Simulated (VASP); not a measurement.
Input of a VASP 6.6.1 run:

Contents of INCAR:

```
SYSTEM = CdS
PREC = Accurate
ENCUT = 520
EDIFF = 1E-6
ISMEAR = -1
SIGMA = 0.05
LREAL = .FALSE.
LASPH = .TRUE.
NELM = 100
ALGO = Normal
ISIF = 2
LWAVE = .FALSE.
LCHARG = .FALSE.
GGA = RE
IVDW = 12
NBANDS = 16
```

Contents of KPOINTS:

```
regular mesh
0
G
  8 8 8
  0 0 0
```

The input POSCAR:

```
CdS
1.0
    0.0000000000      2.9548794012      2.9548794012
    2.9548794012      0.0000000000      2.9548794012
    2.9548794012      2.9548794012      0.0000000000
Cd S
1 1
Direct
    0.0000000000      0.0000000000      0.0000000000
    0.7500000000      0.7500000000      0.7500000000
```

Potentials or basis: VASP PAW PBE potentials, release 64 (Cd, S).

Command:

```sh
$ cat potpaw_PBE.64/Cd/POTCAR potpaw_PBE.64/S/POTCAR > POTCAR
$ mpirun -np 1 vasp_std > vasp.out
```

(1) Estimate the pressure.

(2) Estimate the band gap on the k mesh.

(3) What does it give for the dispersion energy per atom?

## Answers

(1) -1.8 GPa.

(2) 1.20 eV, direct.

(3) -0.565 eV.

Caveat: the PAW data sets were made with another functional, which shifts forces and pressure a little.
